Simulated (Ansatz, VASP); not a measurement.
## YSe in VASP and in Ansatz

The input INCAR:

```
SYSTEM = YSe
PREC = Accurate ; ENCUT = 520
EDIFF = 1E-8 ; ISMEAR = -1
SIGMA = 0.03 ; LREAL = .FALSE.
LASPH = .TRUE. ; NELM = 80
ALGO = Normal ; ISIF = 2
LWAVE = .FALSE. ; LCHARG = .FALSE.
GGA = CA ; LEFG = .TRUE.
NBANDS = 16
```

The input KPOINTS:

```
Automatic mesh
0
G
  7 7 7
  0 0 0
```

The input POSCAR:

```
YSe
1.0
    0.0287500000      2.8893750000      2.8893750000
    2.8893750000      0.0287500000      2.8893750000
    2.8893750000      2.8893750000      0.0287500000
Y Se
1 1
Direct
    0.0000000000      0.0000000000      0.0000000000
    0.5000000000      0.5000000000      0.5000000000
```

Input for Ansatz:

```yaml
crystal:
  lattice:
    - [0.02875, 2.889375, 2.889375]
    - [2.889375, 0.02875, 2.889375]
    - [2.889375, 2.889375, 0.02875]
  atoms:
    - { symbol: "Y", position: [0.0, 0.0, 0.0] }
    - { symbol: Se, position: [0.5, 0.5, 0.5] }
kpoints:
  mp_grid: { grid: [7, 7, 7] }
scf:
  occupations: { method: fermi_dirac, width: 0.03 }
hamiltonian:
  xc: lda
  pseudopotentials: { kind: paw }
output:
  forces: true
  stress: true
  eigenvalues: true
  efg: { contact_densities: true }
```

Change from the starting cell: equal xy, yz and zx shear strains of +1 %, PAW files.

Alike in both runs: task electric field gradients; functional LDA; k mesh 7 × 7 × 7; occupations fermi-dirac, width 0.03 eV; no spin polarisation.

```csv
,VASP,Ansatz
version,VASP 6.6.1,Ansatz 0.2.0
potentials or method,"VASP PAW LDA potentials, release 64 (Y_sv, Se)","PAW with Ansatz's default frozen-core files, scalar-relativistic"
plane-wave cutoff (eV),520,420
valence electrons in the cell,17,27
```

|  | VASP | Ansatz | Ansatz less VASP |
| --- | --- | --- | --- |
| pressure (GPa) | -4.5 | -4.6 | -0.14 |
| size of Vzz on the site where it differs most (V/Å²) | 1.9 | 2.3 | +0.35 |

LDA's correlation is that of Perdew and Zunger in VASP and of Perdew and Wang (1992) in Ansatz. VASP's potentials hold 17 valence electrons a cell and Ansatz's 27, so a difference there can come from the potentials and not from the codes.
